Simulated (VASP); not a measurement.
# BaTiO3 (P4mm) in VASP: notebook, part 3 of 3

VASP 6.6.1. The steps go on from the part before.

### 5 Single point, PBEsol+D3(BJ)

This run uses another cell than the first one, of 12.86 Å³/atom, 1.031 times its volume.

INCAR

```
SYSTEM = BaTiO3
ALGO = Normal
EDIFF = 1E-6
ENCUT = 520
GGA = PS
ISIF = 2
ISMEAR = -1
IVDW = 12
LASPH = .TRUE.
LCHARG = .FALSE.
LREAL = .FALSE.
LWAVE = .FALSE.
NBANDS = 28
NELM = 80
PREC = Accurate
SIGMA = 0.05
```

KPOINTS

```
k-points
0
G
  7 7 7
  0 0 0
```

POSCAR

```
BaTiO3
1.0
    3.9998000000      0.0000000000      0.0000000000
    0.0000000000      3.9998000000      0.0000000000
    0.0000000000      0.0000000000      4.0180000000
Ba Ti O
1 1 3
Direct
    0.0000000000      0.0000000000      0.0000000000
    0.5000000000      0.5000000000      0.4900000000
    0.0000000000      0.5000000000      0.5170000000
    0.5000000000      0.0000000000      0.5170000000
    0.5000000000      0.5000000000      0.0190000000
```

Potentials or basis: VASP PAW PBE potentials, release 64 (Ba_sv, Ti_sv, O).

Started as:

```bash
> cat potpaw_PBE.64/Ba_sv/POTCAR potpaw_PBE.64/Ti_sv/POTCAR potpaw_PBE.64/O/POTCAR > POTCAR
> mpirun -np 1 vasp_std > vasp.out
```

OUTCAR:

```text
SYSTEM = BaTiO3
   EDIFF = 1E-6
   ENCUT = 520
   GGA = PS
   ISIF = 2
   ISMEAR = -1
   IVDW = 12
   LASPH = .TRUE.
   LREAL = .FALSE.
   NELM = 80
   PREC = Accurate
 IVDW          = 12

 ion  position               nearest neighbor table
   1  0.000  0.000  0.000-   3 2.79   4 2.79   3 2.79   4 2.79   5 2.83   5 2.83   5 2.83   5 2.83
                             4 2.88   3 2.88   4 2.88   3 2.88   2 3.45   2 3.45   2 3.45   2 3.45
   2  0.500  0.500  0.490-   5 1.89   4 2.00   3 2.00   4 2.00   3 2.00   5 2.13   1 3.45   1 3.45
                             1 3.45   1 3.45   1 3.49   1 3.49   1 3.49   1 3.49
   3  0.000  0.500  0.517-   2 2.00   2 2.00   1 2.79   1 2.79   1 2.88   1 2.88
   4  0.500  0.000  0.517-   2 2.00   2 2.00   1 2.79   1 2.79   1 2.88   1 2.88
   5  0.500  0.500  0.019-   2 1.89   2 2.13   1 2.83   1 2.83   1 2.83   1 2.83

  LATTYP: Found a simple tetragonal cell.
 ALAT       =     3.9998000000
 C/A-ratio  =     1.0045502275

  Lattice vectors:

 A1 = (   3.9998000000,   0.0000000000,   0.0000000000)
 A2 = (   0.0000000000,   3.9998000000,   0.0000000000)
 A3 = (   0.0000000000,   0.0000000000,   4.0180000000)

Analysis of symmetry for initial positions (statically):
=====================================================================
 Subroutine PRICEL returns:
 Original cell was already a primitive cell.

 Routine SETGRP: Setting up the symmetry group for a
 simple tetragonal supercell.

 Subroutine GETGRP returns: Found  8 space group operations
 (whereof  8 operations were pure point group operations)
 out of a pool of 16 trial point group operations.

The static configuration has the point symmetry C_4v.

Analysis of symmetry for dynamics (positions and initial velocities):
=====================================================================
 Subroutine PRICEL returns:
 Original cell was already a primitive cell.
[... 132 lines left out ...]
   IMIX   =      4    mixing-type and parameters
     AMIX     =   0.40;   BMIX     =  1.00
     AMIX_MAG =   1.60;   BMIX_MAG =  1.00
  volume/ion in A,a.u.               =      12.86        86.76
  Fermi-wavevector in a.u.,A,eV,Ry     =   1.397653  2.641181 26.578078  1.953434
  Thomas-Fermi vector in A             =   2.520888
   LORBIT       =      0    0 simple, 1 ext, 2 COOP (PROOUT), +10 PAW based schemes
   GGA     = PS    functional components
   LHFCALC =     F    Hartree Fock is set to
   AEXX    =    0.0000 exact exchange contribution
   IVDW    =    12    specifies the selected vdW correction
   LEPSILON=     F    determine dielectric tensor
   LRPA    =     F    only Hartree local field effects (RPA)
 non-spin polarized calculation
  energy-cutoff  :      520.00
  volume of cell :       64.28
 maximum number of plane-waves:      1755
 NGX is ok and might be reduce to    30
   NGX = 15   NGY = 15   NGZ = 15

 number of electron      39.9999978 magnetization

 Free energy of the ion-electron system (eV)
  ---------------------------------------------------
  ext. energy  EPLUGINS =         0.00000000
  ---------------------------------------------------
  free energy    TOTEN  =       -41.98782673 eV

  energy without entropy =      -41.98782673  energy(sigma->0) =      -41.98782673

 E-fermi :   4.5754     XC(G=0): -11.4999

 val. band max:        3.6064859309   @ k =   0.4286   0.4286   0.4286
 cond. band min:       5.4280626817   @ k =   0.0000   0.0000   0.0000
 fundamental gap:      1.8215767509
 Fermi energy:         4.5753543876

 k-point     1 :       0.0000    0.0000    0.0000
  band No.  band energies     occupation
      1     -52.6327      2.00000
      2     -28.9870      2.00000
      3     -28.9560      2.00000
      4     -28.9560      2.00000
      5     -21.1008      2.00000
      6     -13.1400      2.00000
[... 733 lines left out ...]
     27      12.0386      0.00000
     28      12.4776      0.00000

 [... further k-points ...]

------------------------ aborting loop because EDIFF is reached ----------------------------------------

 Edisp (eV)   -1.31741

 E8    (eV) :    -0.9121

  FORCE on cell =-STRESS in cart. coord.  units (eV):
  Direction    XX          YY          ZZ          XY          YZ          ZX
  --------------------------------------------------------------------------------------
  -------------------------------------------------------------------------------------
  Total      -2.31094    -2.31094    -1.92829     0.00000     0.00000     0.00000
  in kB     -57.59859   -57.59859   -48.06150     0.00000     0.00000     0.00000
  external pressure =      -54.42 kB  Pullay stress =        0.00 kB

 VOLUME and BASIS-vectors are now :
 -----------------------------------------------------------------------------
  energy-cutoff  :      520.00
  volume of cell :       64.28
      direct lattice vectors                 reciprocal lattice vectors
     3.999800000  0.000000000  0.000000000     0.250012501  0.000000000  0.000000000
     0.000000000  3.999800000  0.000000000     0.000000000  0.250012501  0.000000000
     0.000000000  0.000000000  4.018000000     0.000000000  0.000000000  0.248880040

 POSITION                                       TOTAL-FORCE (eV/Angst)
 -----------------------------------------------------------------------------------
      0.00000      0.00000      0.00000         0.000000     -0.000000      0.056477
      1.99990      1.99990      1.96882        -0.000000      0.000000     -0.142427
      0.00000      1.99990      2.07731         0.000000     -0.000000     -0.118567
      1.99990      0.00000      2.07731        -0.000000     -0.000000     -0.118567
      1.99990      1.99990      0.07634        -0.000000      0.000000      0.323085
 -----------------------------------------------------------------------------------
    total drift:                                0.000000      0.000000      0.000122

  FREE ENERGIE OF THE ION-ELECTRON SYSTEM (eV)
  ---------------------------------------------------
  free  energy   TOTEN  =       -43.3052342803 eV

  energy  without entropy=      -43.3052342792  energy(sigma->0) =      -43.30523428
```

stdout:

```text
POSCAR found type information on POSCAR BaTiO
 POSCAR found :  3 types and       5 ions
 scaLAPACK will be used
 -----------------------------------------------------------------------------
|                                                                             |
|                                                                             |
|     You enforced a specific xc type in the INCAR file but a different       |
|     I HOPE YOU KNOW WHAT YOU ARE DOING!                                     |
|                                                                             |
 -----------------------------------------------------------------------------

 LDA part: xc-table for (Slater+PW92), standard interpolation
 POSCAR, INCAR and KPOINTS ok, starting setup
 FFT: planning ... GRIDC
 FFT: planning ... GRID_SOFT
 FFT: planning ... GRID
 WAVECAR not read
 entering main loop
```

Wall time 2 min (1 thread of Intel Xeon Platinum 8259CL at 2.50GHz (Skylake/Cascade Lake), shared host); peak memory 0.23 GiB.

Results:

```
Free energy                : -43.3052 eV
Pressure                   : -5.4 GPa
Largest force              : 0.323 eV/Å
Band gap on the k mesh     : 1.82 eV, indirect (least direct gap 2.02 eV)
Dispersion energy per atom : -0.263 eV
```

Forces on the atoms (eV/Å):
```
Ba   0.000  0.000  0.056
Ti   0.000  0.000 -0.142
O    0.000  0.000 -0.119
O    0.000  0.000 -0.119
O    0.000  0.000  0.323
```

Stress tensor (GPa, compression positive):
```
-5.76  0.00  0.00
 0.00 -5.76  0.00
 0.00  0.00 -4.81
```

Caveat: three body term missing; the PAW data sets were made with another functional, which shifts forces and pressure a little; spin-orbit coupling is left out, which moves the levels of the heavy elements. As with any semilocal functional, this PBEsol gap is likely too small.

### 6 The runs side by side

```tsv
level	cell	gap on the mesh (eV)	pressure (GPa)	largest force (eV/Å)
PBEsol	a = 3.946, b = 3.946, c = 4.004 Å, 5 atoms	1.90	4.0	0.05
PBEsol+D4	a = 3.946, b = 3.946, c = 4.011 Å, 5 atoms	1.91	2.1	0.05
PBEsol	a = 3.956, b = 3.956, c = 4.043 Å, 5 atoms	1.90	2.0	0.05
PBEsol+D3(BJ)	a = 4.000, b = 4.000, c = 4.018 Å, 5 atoms	1.82	-5.4	0.32
```

Alike in all rows: task single point; potentials or basis VASP PAW PBE potentials, release 64 (Ba_sv, Ti_sv, O); no spin polarisation; k mesh 7 × 7 × 7; cutoff (eV) 520; smearing fermi-dirac 0.05 eV.

Caveats: the PAW data sets were made with another functional, which shifts forces and pressure a little; spin-orbit coupling is left out, which moves the levels of the heavy elements; three body term missing (some runs).

Total energies depend on the potentials used, so only differences within one code and one set of settings carry meaning.
